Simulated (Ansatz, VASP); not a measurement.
## Two plane-wave programs on Sn2Ge

```
CELL_PARAMETERS angstrom
0.00000 3.43275 3.43275
3.43275 0.00000 3.43275
3.43275 3.43275 0.00000
ATOMIC_POSITIONS crystal
Sn 0.75000 0.75000 0.75000
Sn 0.25000 0.25000 0.25000
Ge 0.00000 0.00000 0.00000
```

Alike in both runs: task relaxation of cell and atoms; functional PBEsol; k mesh 12 × 12 × 12; occupations fermi-dirac, width 0.15 eV; no spin polarisation.

|  | VASP | Ansatz |
| --- | --- | --- |
| version | VASP 6.6.1 | Ansatz 0.2.0 |
| potentials or method | VASP PAW PBE potentials, release 64 (Sn_d, Ge_d), cutoff 600 eV | scalar-relativistic, plane waves, PAW |
| valence electrons in the cell | 42 | 42 |

```tsv
	VASP	Ansatz	Ansatz less VASP
gap on the k mesh at the Fermi level, each at its own relaxed structure (eV)	none	none	-
relaxed volume (Å³/atom)	26.90	26.89	-0.008
relaxed cell length with the largest relative difference (Å)	4.850	4.850	-0.0005
```

VASP's potentials were made for PBE, not for PBEsol. A gap of «none» marks a metal or a gap that the smearing closes.
